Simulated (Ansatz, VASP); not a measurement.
**VI in VASP and in Ansatz**

Contents of INCAR:

```
PREC = Accurate ; ENCUT = 520
EDIFF = 1E-7 ; ISMEAR = 0
SIGMA = 0.1 ; LREAL = F
LASPH = T ; NELM = 150
ALGO = Normal ; ISIF = 2
LWAVE = F ; LCHARG = F
ISPIN = 2 ; MAGMOM = 2 0
LORBIT = 11 ; LMAXMIX = 4
GGA = PE ; NBANDS = 21
```

Contents of KPOINTS:

```
regular mesh
0
Gamma
  6 6 6
```

The input POSCAR:

```
VI
1.0
    3.8459713320      0.0000000000      0.0000000000
    0.0000000000      3.8459713320      0.0000000000
    0.0000000000      0.0000000000      3.8459713320
V I
1 1
Direct
    0.0000000000      0.0000000000      0.0000000000
    0.5000000000      0.5000000000      0.5000000000
```

Input for Ansatz:

```yaml
crystal:
  lattice:
    - [3.845971332, 0.0, 0.0]
    - [0.0, 3.845971332, 0.0]
    - [0.0, 0.0, 3.845971332]
  atoms:
    - { symbol: V, position: [0.0, 0.0, 0.0], spin: 2.0 }
    - { symbol: I, position: [0.5, 0.5, 0.5] }
basis:
  ecutwfc: 420
kpoints:
  mp_grid: { grid: [6, 6, 6] }
hamiltonian:
  xc: pbe
scf:
  occupations: { method: gaussian, width: 0.1 }
  lower_state_search: "off"
output:
  forces: true
  stress: true
  eigenvalues: true
  populations: true
magnetization:
  spin_polarized: true
```

Alike in both runs: task single point; functional PBE; k mesh 6 × 6 × 6; occupations gaussian, width 0.1 eV; collinear spin.

```csv
,VASP,Ansatz
version,VASP 6.6.1,Ansatz 0.2.0
potentials or method,"VASP PAW PBE potentials, release 64 (V_sv, I), cutoff 520 eV","scalar-relativistic, plane waves, PAW"
valence electrons in the cell,20,30
```

|  | VASP | Ansatz | Ansatz less VASP |
| --- | --- | --- | --- |
| gap on the k mesh at the Fermi level (eV) | none | none | - |
| pressure (GPa) | -4.7 | -4.7 | -0.01 |
| net moment per atom (μB) | 1.98 | 1.98 | 0.000 |
| size of the moment on the site where the two differ most (μB) | 3.14 | 3.45 | +0.304 |

Site moments also hang on the region over which each program counts them. A gap of «none» marks a metal or a gap that the smearing closes. With one functional, cell and mesh, what is left measures potentials, basis and numerics. VASP's potentials hold 20 valence electrons a cell and Ansatz's 30, so a difference there can come from the potentials and not from the codes.

Spin-orbit coupling is off throughout.
